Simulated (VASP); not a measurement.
Write the native input for VASP 6.6.1 that does the following.

| Quantity | Value |
| --- | --- |
| Task | single point |
| Functional | LDA |
| Potentials or basis | VASP PAW LDA potentials, release 64 (Ba_sv, H) |
| Cutoff | 520 eV |
| k mesh | 5 × 5 × 5 |
| Occupations | fermi-dirac, width 0.05 eV |
| Spin | no spin polarisation |
| Dipole correction | no |
| Further INCAR settings | ALGO = Normal; EDIFF = 1e-07; NBANDS = 15 |

The structure of BaH4 lies in POSCAR:

```
BaH4
1.0
    2.2908200000      1.3226000000      3.5362500000
   -2.2908200000      1.3226000000      3.5362500000
    0.0000000000     -2.6452100000      3.5362500000
Ba H
1 4
Direct
    0.0000000000      0.0000000000      0.0000000000
    0.7408700000      0.7408700000      0.7408700000
    0.2591300000      0.2591300000      0.2591300000
    0.4636900000      0.4636900000      0.4636900000
    0.5363100000      0.5363100000      0.5363100000
```

The input as run:

INCAR

```
SYSTEM = BaH4
PREC     = Accurate       ! precision mode
ENCUT    = 520            ! plane-wave cutoff, eV
EDIFF    = 1E-7           ! SCF threshold, eV
ISMEAR   = -1             ! smearing method
SIGMA    = 0.05           ! smearing width, eV
LREAL    = .FALSE.        ! projectors in reciprocal space
LASPH    = .TRUE.         ! aspherical terms in the spheres
NELM     = 60             ! most SCF steps
ALGO     = Normal         ! electronic algorithm
ISIF     = 2              ! what is computed and relaxed
LWAVE    = .FALSE.        ! write WAVECAR
LCHARG   = .FALSE.        ! write CHGCAR
NBANDS   = 15             ! bands
```

KPOINTS

```
regular mesh
0
G
  5 5 5
  0 0 0
```

Potentials or basis: VASP PAW LDA potentials, release 64 (Ba_sv, H).

Command:

```console
$ cat potpaw_LDA.64/Ba_sv/POTCAR potpaw_LDA.64/H/POTCAR > POTCAR
$ mpirun -np 1 vasp_std > vasp.out
```

It gave:

The pressure is -2.3 GPa, the largest force is 0.773 eV/Å and the band gap on the k mesh is 2.27 eV, indirect (least direct gap 2.81 eV).

Caveat: spin-orbit coupling is left out, which moves the levels of the heavy elements.

Run time: 28 s on 1 thread of Intel(R) Xeon(R) Platinum 8259CL CPU @ 2.50GHz (Skylake/Cascade Lake), on a shared host, peak memory 0.16 GiB.
